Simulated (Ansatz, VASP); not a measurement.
ZnS in VASP and in Ansatz

Contents of INCAR:

```
SYSTEM = ZnS
PREC = Accurate
ENCUT = 520
EDIFF = 1E-7
ISMEAR = 0
SIGMA = 0.2
LREAL = .FALSE.
LASPH = .TRUE.
NELM = 80
ALGO = Normal
ISIF = 2
LWAVE = .FALSE.
LCHARG = .FALSE.
GGA = PE
NBANDS = 16
```

KPOINTS

```
Automatic mesh
0
G
  8 8 8
  0 0 0
```

File POSCAR:

```
ZnS
1.0
    0.0000000000      2.7046500000      2.7046500000
    2.7046500000      0.0000000000      2.7046500000
    2.7046500000      2.7046500000      0.0000000000
Zn S
1 1
Direct
    0.0000000000      0.0000000000      0.0000000000
    0.7500000000      0.7500000000      0.7500000000
```

Input for Ansatz:

```yaml
crystal:
  lattice:
    - [0.0, 2.70465, 2.70465]
    - [2.70465, 0.0, 2.70465]
    - [2.70465, 2.70465, 0.0]
  atoms:
    - { symbol: Zn, position: [0.0, 0.0, 0.0] }
    - { symbol: S, position: [0.75, 0.75, 0.75] }
kpoints:
  mp_grid: { grid: [8, 8, 8] }
scf:
  occupations: { method: gaussian, width: 0.2 }
hamiltonian:
  xc: pbe
  pseudopotentials: { kind: all_electron, lapw: { basis_error: 0.00025 } }
output:
  forces: true
  stress: true
  eigenvalues: true
```

Alike in both runs: task single point; functional PBE; k mesh 8 × 8 × 8; occupations gaussian, width 0.2 eV; no spin polarisation.

|  | VASP | Ansatz |
| --- | --- | --- |
| version | VASP 6.6.1 | Ansatz 0.2.0 |
| potentials or method | VASP PAW PBE potentials, release 64 (Zn, S), cutoff 520 eV | all-electron LAPW, scalar-relativistic |

|  | VASP | Ansatz | Ansatz less VASP |
| --- | --- | --- | --- |
| gap on the k mesh at the Fermi level (eV) | 2.10 | 2.10 | -0.002 |
| pressure (GPa) | 1.5 | 1.4 | -0.15 |

Ansatz ran all-electron here, and VASP with PAW potentials.
